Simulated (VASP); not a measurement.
Runs of VASP 6.6.1 on Fe2Ru. The structure is that of space group Fm-3m (No. 225), or close to it. The cells are those of the table. 

```csv
task,cell,k mesh,cutoff (eV),gap on the mesh (eV),pressure (GPa),relaxed volume (Å³/atom)
relaxation of cell and atoms,"relaxed from a = 3.637 Å, angles 60.0°, 3 atoms",6 × 6 × 6,600,none,0.0,(a)
single point,"a = 3.886 Å, angles 60.0°, 3 atoms",6 × 6 × 6,520,none,-0.1,-
relaxation of cell and atoms,"relaxed from a = 3.886 Å, angles 60.0°, 3 atoms",14 × 14 × 14,600,none,0.1,13.81
single point,"a = 3.886 Å, angles 60.0°, 3 atoms",14 × 14 × 14,520,none,-0.2,-
```

Alike in all rows: level PBE; potentials or basis VASP PAW PBE potentials, release 64 (Fe, Ru_pv); no spin polarisation; smearing gaussian 0.1 eV.

Task: Fill in the values left out.

Result: (a) 13.82.

Caveats: the run has no spin polarisation, though such a crystal can be magnetic; the volume moved by over 15 % at a fixed basis, so the end points are rough (at least some runs).

A k mesh can miss the band edges, and the runs leave out spin-orbit coupling on Ru.

A gap of «none» marks levels without a gap at the run's occupations.
